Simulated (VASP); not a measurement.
# P (C2/m) in VASP: notebook

P is run at these levels: r2SCAN; tasks: single point.

Everything below comes from runs of VASP 6.6.1. Logs are shortened: lines on timing, memory, paths and dates and some standing lists are left out, and cuts for length are marked.

## Step 1: The cell of the first run

The structure is monoclinic, space group C2/m (No. 12). Conventional cell: a = 9.895 Å, b = 8.795 Å, c = 5.696 Å, α = 90.00°, β = 90.15°, γ = 90.00°. P (site symmetry m) has 3 P at 2.25 Å within 3.0 Å. P (site symmetry m) has 3 P at 2.25 Å within 3.0 Å. P (site symmetry 1) has 3 P at 2.25 Å within 3.0 Å.

## Step 2: Single point, r2SCAN (strain +0.025 along x and y, +0.025 along z)

Contents of POSCAR:

```
P
1.0
    4.9475767688     -4.3976292736      0.0040720567
    4.9475767688      4.3976292736      0.0040720567
   -0.0196034236      0.0000000000      5.6960220690
P
8
Direct
    0.8445541634      0.8445541634      0.2497776141
    0.1554458366      0.1554458366      0.7502223859
    0.7147119175      0.7147119175      0.5725434636
    0.2852880825      0.2852880825      0.4274565364
    0.5201056102      0.7754040928      0.2507555601
    0.2245959072      0.4798943898      0.7492444399
    0.4798943898      0.2245959072      0.7492444399
    0.7754040928      0.5201056102      0.2507555601
```

Contents of INCAR.step1:

```
ALGO = Normal
EDIFF = 1E-4
ENCUT = 520
GGA = PE
ISMEAR = 0
LASPH = True
LCHARG = False
LREAL = False
LWAVE = True
NBANDS = 30
NELM = 80
PREC = Accurate
SIGMA = 0.05
```

Contents of INCAR.step2:

```
ALGO = Normal
EDIFF = 1E-6
ENCUT = 520
ISIF = 2
ISMEAR = 0
ISTART = 1
LASPH = True
LCHARG = False
LMIXTAU = True
LREAL = False
LWAVE = False
METAGGA = R2SCAN
NBANDS = 30
NELM = 80
PREC = Accurate
SIGMA = 0.05
```

Contents of KPOINTS:

```
k-points
0
Gamma
  4 4 4
```

Potentials or basis: VASP PAW PBE potentials, release 64 (P).

The run is started by

```sh
$ cat potpaw_PBE.64/P/POTCAR > POTCAR
$ cp INCAR.step1 INCAR
$ mpirun -np 1 vasp_std > vasp.out
$ cp INCAR.step2 INCAR
$ mpirun -np 1 vasp_std > vasp.out
```

OUTCAR:

```text
EDIFF = 1E-6
   ENCUT = 520
   ISIF = 2
   ISMEAR = 0
   ISTART = 1
   LASPH = True
   LREAL = False
   METAGGA = R2SCAN
   NELM = 80
   PREC = Accurate

 ion  position               nearest neighbor table
   1  0.845  0.845  0.250-   3 2.25   5 2.25   8 2.25
   2  0.155  0.155  0.750-   4 2.25   6 2.25   7 2.25
   3  0.715  0.715  0.573-   1 2.25   5 2.25   8 2.25
   4  0.285  0.285  0.427-   2 2.25   6 2.25   7 2.25
   5  0.520  0.775  0.251-   8 2.25   3 2.25   1 2.25
   6  0.225  0.480  0.749-   7 2.25   4 2.25   2 2.25
   7  0.480  0.225  0.749-   6 2.25   4 2.25   2 2.25
   8  0.775  0.520  0.251-   5 2.25   3 2.25   1 2.25

  LATTYP: Found a base centered monoclinic cell.
 ALAT       =     9.8951568891
 B/A-ratio  =     0.8888447799
 C/A-ratio  =     0.5756407772
 COS(beta)  =    -0.0026185419

  Lattice vectors:

 A1 = (   4.9475767688,  -4.3976292736,   0.0040720567)
 A2 = (   4.9475767688,   4.3976292736,   0.0040720567)
 A3 = (  -0.0196034236,   0.0000000000,   5.6960220690)

Analysis of symmetry for initial positions (statically):
=====================================================================
 Subroutine PRICEL returns:
 Original cell was already a primitive cell.

 Routine SETGRP: Setting up the symmetry group for a
 base centered monoclinic supercell.

 Subroutine GETGRP returns: Found  4 space group operations
 (whereof  4 operations were pure point group operations)
 out of a pool of  4 trial point group operations.

The static configuration has the point symmetry C_2h.

Analysis of symmetry for dynamics (positions and initial velocities):
=====================================================================
 Subroutine PRICEL returns:
 Original cell was already a primitive cell.

 Routine SETGRP: Setting up the symmetry group for a
 base centered monoclinic supercell.

 Subroutine GETGRP returns: Found  4 space group operations
 (whereof  4 operations were pure point group operations)
 out of a pool of  4 trial point group operations.

The dynamic configuration has the point symmetry C_2h.

 Subroutine INISYM returns: Found  4 space group operations
 (whereof  4 operations are pure point group operations),
 and found     1 'primitive' translations

----------------------------------------------------------------------------------------

                                     Primitive cell

  volume of cell :     247.8643

  direct lattice vectors                    reciprocal lattice vectors
     4.947576769 -4.397629274  0.004072057     0.101059288 -0.113697624  0.000347806
     4.947576769  4.397629274  0.004072057     0.101059288  0.113697624  0.000347806
    -0.019603424  0.000000000  5.696022069    -0.000144494  0.000000000  0.175560620

  length of vectors
     6.619492102  6.619492102  5.696055802     0.152119198  0.152119198  0.175560680

  position of ions in fractional coordinates (direct lattice)
     0.844554163  0.844554163  0.249777614
     0.155445837  0.155445837  0.750222386
     0.714711917  0.714711917  0.572543464
     0.285288083  0.285288083  0.427456536
     0.520105610  0.775404093  0.250755560
     0.224595907  0.479894390  0.749244440
     0.479894390  0.224595907  0.749244440
     0.775404093  0.520105610  0.250755560

  ion indices of the primitive-cell ions
   primitive index   ion index
                 1           1
                 2           2
                 3           3
                 4           4
                 5           5
                 6           6
                 7           7
                 8           8

----------------------------------------------------------------------------------------

 KPOINTS: k-points

Automatic generation of k-mesh.
 Grid dimensions read from file:
 generate k-points for:    4    4    4

 Generating k-lattice:

  Cartesian coordinates                     Fractional coordinates (reciprocal lattice)
     0.025264822 -0.028424406  0.000086951     0.250000000  0.000000000  0.000000000
     0.025264822  0.028424406  0.000086951     0.000000000  0.250000000  0.000000000
    -0.000036123  0.000000000  0.043890155     0.000000000  0.000000000  0.250000000

  Length of vectors
     0.038029799  0.038029799  0.043890170

  Shift w.r.t. Gamma in fractional coordinates (k-lattice)
     0.000000000  0.000000000  0.000000000

 Subroutine IBZKPT returns following result:
 ===========================================

 Found     24 irreducible k-points:

 Following reciprocal coordinates:
            Coordinates               Weight
  0.000000  0.000000  0.000000      1.000000
  0.250000 -0.000000 -0.000000      4.000000
  0.500000 -0.000000 -0.000000      2.000000
  0.250000  0.250000 -0.000000      2.000000
  0.500000  0.250000 -0.000000      4.000000
 -0.250000  0.250000  0.000000      2.000000
[... 16 lines left out ...]
 -0.250000  0.250000  0.500000      2.000000
  0.500000  0.500000  0.500000      1.000000
   k-points           NKPTS =     24   k-points in BZ     NKDIM =     24   number of bands    NBANDS=     30
   number of dos      NEDOS =    301   number of ions     NIONS =      8
   total plane-waves  NPLWV = 105000
   dimension x,y,z NGX =    50 NGY =   50 NGZ =   42
   dimension x,y,z NGXF=   100 NGYF=  100 NGZF=   84
   ions per type =               8
   NGX,Y,Z   is equivalent  to a cutoff of  12.56, 12.56, 12.26 a.u.
   NGXF,Y,Z  is equivalent  to a cutoff of  25.11, 25.11, 24.52 a.u.
 SYSTEM =  unknown system
   PREC   = accura    normal or accurate (medium, high low for compatibility)
   ISTART =      1    job   : 0-new  1-cont  2-samecut
   ICHARG =      0    charge: 1-file 2-atom 10-const
   ISPIN  =      1    spin polarized calculation?
   LNONCOLLINEAR =      F non collinear calculations
   LSORBIT =      F    spin-orbit coupling
   LASPH  =      T    aspherical Exc in radial PAW
   ENCUT  =  520.0 eV  38.22 Ry    6.18 a.u.  12.31 12.31 10.59*2*pi/ulx,y,z
   NELM   =     80;   NELMIN=  2; NELMDL=  0     # of ELM steps
   EDIFF  = 0.1E-05   stopping-criterion for ELM
   LREAL  =      F    real-space projection
[... 7 lines left out ...]
   TEBEG  =    0.0;   TEEND  =   0.0 temperature during run
   PSTRESS=    0.0 pullay stress
   NELECT =      40.0000    total number of electrons
   NUPDOWN=      -1.0000    fix difference up-down
   EMIN   =  10.00;   EMAX   =-10.00  energy-range for DOS
   EFERMI =   0.00;   METHOD = LEGACY
   ISMEAR =     0;   SIGMA  =   0.05  broadening in eV -4-tet -1-fermi 0-gaus
   EFERMI_NEDOS =   21; number of points for ismear=-14 and -15
   IALGO  =     38    algorithm
   IMIX   =      4    mixing-type and parameters
     AMIX     =   0.40;   BMIX     =  1.00
     AMIX_MAG =   1.60;   BMIX_MAG =  1.00
  volume/ion in A,a.u.               =      30.98       209.08
  Fermi-wavevector in a.u.,A,eV,Ry     =   0.891299  1.684311 10.808660  0.794414
  Thomas-Fermi vector in A             =   2.013101
   LORBIT       =      0    0 simple, 1 ext, 2 COOP (PROOUT), +10 PAW based schemes
   METAGGA = R2SCAN    functional components
   LHFCALC =     F    Hartree Fock is set to
   AEXX    =    0.0000 exact exchange contribution
   IVDW    =     0    specifies the selected vdW correction
   LEPSILON=     F    determine dielectric tensor
   LRPA    =     F    only Hartree local field effects (RPA)
 non-spin polarized calculation
 Gauss-broadening in eV      SIGMA  =   0.05
  energy-cutoff  :      520.00
  volume of cell :      247.86
 maximum number of plane-waves:      6711
 NGX is ok and might be reduce to    50
   NGX = 25   NGY = 25   NGZ = 21

 number of electron      39.9999994 magnetization

 Free energy of the ion-electron system (eV)
  ---------------------------------------------------
  ext. energy  EPLUGINS =         0.00000000
  ---------------------------------------------------
  free energy    TOTEN  =       -70.51536421 eV

  energy without entropy =      -70.51536421  energy(sigma->0) =      -70.51536421

 E-fermi :   0.4025     XC(G=0):  -7.8602

 val. band max:        0.1193817124   @ k =   0.5000  -0.0000   0.5000
 cond. band min:       3.3675335978   @ k =   0.0000   0.0000   0.0000
 fundamental gap:      3.2481518854
 Fermi energy:         0.4025082439

 k-point     1 :       0.0000    0.0000    0.0000
  band No.  band energies     occupation
      1     -14.3271      2.00000
      2     -14.1370      2.00000
      3      -7.6905      2.00000
      4      -7.6257      2.00000
      5      -7.4650      2.00000
      6      -7.3178      2.00000
[... 22 lines left out ...]
     29       5.8716      0.00000
     30       6.9960      0.00000

 k-point     2 :       0.2500   -0.0000   -0.0000
  band No.  band energies     occupation
      1     -14.3018      2.00000
      2     -14.1603      2.00000
      3      -7.6988      2.00000
      4      -7.6091      2.00000
      5      -7.4526      2.00000
      6      -7.4218      2.00000
[... 22 lines left out ...]
     29       5.5646      0.00000
     30       6.2460      0.00000

 k-point     3 :       0.5000   -0.0000   -0.0000
  band No.  band energies     occupation
      1     -14.2610      2.00000
      2     -14.1990      2.00000
      3      -7.6931      2.00000
      4      -7.6006      2.00000
      5      -7.5093      2.00000
      6      -7.4250      2.00000
[... 22 lines left out ...]
     29       5.6931      0.00000
     30       6.1672      0.00000

 k-point     4 :       0.2500    0.2500   -0.0000
  band No.  band energies     occupation
      1     -14.2923      2.00000
      2     -14.1658      2.00000
      3      -7.8078      2.00000
      4      -7.6348      2.00000
      5      -7.4837      2.00000
      6      -7.3395      2.00000
[... 22 lines left out ...]
     29       5.6699      0.00000
     30       5.7713      0.00000

 k-point     5 :       0.5000    0.2500   -0.0000
  band No.  band energies     occupation
      1     -14.2521      2.00000
      2     -14.2034      2.00000
      3      -7.8261      2.00000
      4      -7.7359      2.00000
      5      -7.4157      2.00000
      6      -7.3753      2.00000
[... 22 lines left out ...]
     29       5.7619      0.00000
     30       6.1732      0.00000
[... 526 lines left out ...]
     29       5.3575      0.00000
     30       5.9095      0.00000

 k-point    22 :       0.5000    0.2500    0.5000
  band No.  band energies     occupation
      1     -14.2177      2.00000
      2     -14.1838      2.00000
      3      -7.8480      2.00000
      4      -7.7779      2.00000
      5      -7.5913      2.00000
      6      -7.4997      2.00000
[... 22 lines left out ...]
     29       5.4494      0.00000
     30       5.7328      0.00000

 k-point    23 :      -0.2500    0.2500    0.5000
  band No.  band energies     occupation
      1     -14.2291      2.00000
      2     -14.1763      2.00000
      3      -7.8918      2.00000
      4      -7.7879      2.00000
      5      -7.5986      2.00000
      6      -7.4389      2.00000
[... 22 lines left out ...]
     29       5.3930      0.00000
     30       5.7372      0.00000

 k-point    24 :       0.5000    0.5000    0.5000
  band No.  band energies     occupation
      1     -14.2091      2.00000
      2     -14.1883      2.00000
      3      -7.7394      2.00000
      4      -7.6787      2.00000
      5      -7.6738      2.00000
      6      -7.6256      2.00000
[... 22 lines left out ...]
     29       5.5029      0.00000
     30       5.5184      0.00000

------------------------ aborting loop because EDIFF is reached ----------------------------------------

  FORCE on cell =-STRESS in cart. coord.  units (eV):
  Direction    XX          YY          ZZ          XY          YZ          ZX
  --------------------------------------------------------------------------------------
  -------------------------------------------------------------------------------------
  Total       -5.8705701     -5.8524740     -5.8720157      0.0000000      0.0000000     -0.0004327
  in kB      -37.9469447    -37.8299730    -37.9562891      0.0000000      0.0000000     -0.0027970
  external PRESSURE =     -37.9110689 kB  Pullay stress =       0.0000000 kB

 VOLUME and BASIS-vectors are now :
 -----------------------------------------------------------------------------
  energy-cutoff  :      520.00
  volume of cell :      247.86
      direct lattice vectors                 reciprocal lattice vectors
     4.947576769 -4.397629274  0.004072057     0.101059288 -0.113697624  0.000347806
     4.947576769  4.397629274  0.004072057     0.101059288  0.113697624  0.000347806
    -0.019603424  0.000000000  5.696022069    -0.000144494  0.000000000  0.175560620

 POSITION                                       TOTAL-FORCE (eV/Angst)
 -----------------------------------------------------------------------------------
      8.35210      0.00000      1.42962        -1.395682      0.000000      0.495520
      1.52345      0.00000      4.27455         1.395682      0.000000     -0.495520
      7.06096      0.00000      3.26704        -0.014337      0.000000     -1.469131
      2.81459      0.00000      2.43713         0.014337      0.000000      1.469131
      6.40472      1.12271      1.43358         0.698828     -1.199831      0.494399
      3.47083      1.12271      4.27058        -0.698828     -1.199831     -0.494399
      3.47083     -1.12271      4.27058        -0.698828      1.199831     -0.494399
      6.40472     -1.12271      1.43358         0.698828      1.199831      0.494399
 -----------------------------------------------------------------------------------
    total drift:                               -0.000000     -0.000000     -0.000000

  FREE ENERGIE OF THE ION-ELECTRON SYSTEM (eV)
  ---------------------------------------------------
  free  energy   TOTEN  =       -70.5153642095 eV

  energy  without entropy=      -70.5153642095  energy(sigma->0) =      -70.51536421
```

It took 4.2 min on 1 thread of Intel Xeon 6975P-C (Granite Rapids), shared host; peak memory 0.4 GiB.

Results:

- Free energy: -70.5154 eV
- Pressure: -3.8 GPa
- Largest force: 1.481 eV/Å
- Band gap on the k mesh: 3.25 eV (least direct gap 3.56 eV)

Forces on the atoms (eV/Å):
```
P   -1.396  0.000  0.496
P    1.396  0.000 -0.496
P   -0.014  0.000 -1.469
P    0.014  0.000  1.469
P    0.699 -1.200  0.494
P   -0.699 -1.200 -0.494
P   -0.699  1.200 -0.494
P    0.699  1.200  0.494
```

Caveat: the cell differs from its parent crystal (strain +0.025 along x and y, +0.025 along z); the cell stands under tension; the PAW data sets were made with another functional, which shifts forces and pressure a little.

## Step 3: Single point, r2SCAN (strain +0.050 along x and y, +0.000 along z)

POSCAR: that of step 2 with these lines changed.

```diff
@@ -2,5 +2,5 @@
 1.0
-    4.9475767688     -4.3976292736      0.0040720567
-    4.9475767688      4.3976292736      0.0040720567
-   -0.0196034236      0.0000000000      5.6960220690
+    5.0682493729     -4.5048885242      0.0039727382
+    5.0682493729      4.5048885242      0.0039727382
+   -0.0200815559      0.0000000000      5.5570947015
 P
```

Contents of INCAR.step1:

```
SYSTEM = P
ALGO = Normal
EDIFF = 1E-4
ENCUT = 520
GGA = PE
ISMEAR = 0
LASPH = .TRUE.
LCHARG = .FALSE.
LREAL = .FALSE.
LWAVE = .TRUE.
NBANDS = 30
NELM = 100
PREC = Accurate
SIGMA = 0.05
```

Contents of INCAR.step2:

```
SYSTEM = P
ALGO = Normal
EDIFF = 1E-6
ENCUT = 520
ISIF = 2
ISMEAR = 0
ISTART = 1
LASPH = .TRUE.
LCHARG = .FALSE.
LMIXTAU = .TRUE.
LREAL = .FALSE.
LWAVE = .FALSE.
METAGGA = R2SCAN
NBANDS = 30
NELM = 100
PREC = Accurate
SIGMA = 0.05
```

Contents of KPOINTS:

```
k-points
0
G
  4 4 4
  0 0 0
```

Potentials or basis: VASP PAW PBE potentials, release 64 (P).

The run is started by

```sh
$ cat potpaw_PBE.64/P/POTCAR > POTCAR
$ cp INCAR.step1 INCAR
$ mpirun -np 1 vasp_std > vasp.out
$ cp INCAR.step2 INCAR
$ mpirun -np 1 vasp_std > vasp.out
```

Run time: 4 min. Hardware: 1 thread of Intel Xeon 6975P-C (Granite Rapids), shared host; peak memory 0.4 GiB.

It converged, with:

| Quantity | Value |
| --- | --- |
| Free energy | -70.2710 eV |
| Pressure | -4.5 GPa |
| Largest force | 2.113 eV/Å |
| Band gap on the k mesh | 3.28 eV (least direct gap 3.47 eV) |

Forces on the atoms (eV/Å):
```
P   -2.090  0.000  0.311
P    2.090  0.000 -0.311
P   -0.018  0.000 -0.888
P    0.018  0.000  0.888
P    1.047 -1.803  0.316
P   -1.047 -1.803 -0.316
P   -1.047  1.803 -0.316
P    1.047  1.803  0.316
```

Stress tensor (GPa, compression positive):
```
-5.66  0.00  0.02
 0.00 -5.67  0.00
 0.02  0.00 -2.16
```

Levels at points of the mesh, in eV from the valence-band top:
| k point | band 17 | band 18 | band 19 | band 20 | band 21 | band 22 | band 23 | band 24 |
| --- | --- | --- | --- | --- | --- | --- | --- | --- |
| (0.00, 0.00, 0.00) | -0.45 | -0.41 | -0.24 | -0.23 | 3.28 | 3.71 | 3.97 | 4.05 |
| (0.50, 0.00, 0.00) | -0.44 | -0.36 | -0.27 | -0.19 | 3.71 | 3.83 | 4.01 | 4.12 |
| (0.50, 0.50, 0.00) | -0.51 | -0.42 | -0.20 | -0.12 | 3.35 | 3.73 | 3.85 | 3.86 |
| (0.00, 0.00, 0.50) | -0.61 | -0.57 | -0.28 | -0.11 | 4.15 | 4.33 | 4.34 | 4.68 |
| (0.50, 0.00, 0.50) | -0.56 | -0.32 | -0.32 | 0.00 | 3.56 | 3.83 | 4.09 | 4.16 |
| (0.50, 0.50, 0.50) | -0.57 | -0.46 | -0.40 | -0.34 | 3.68 | 3.71 | 3.85 | 4.10 |

Caveat: the cell differs from its parent crystal (strain +0.050 along x and y, +0.000 along z); the cell stands under tension; the PAW data sets were made with another functional, which shifts forces and pressure a little.

[end of part 1 of 2]
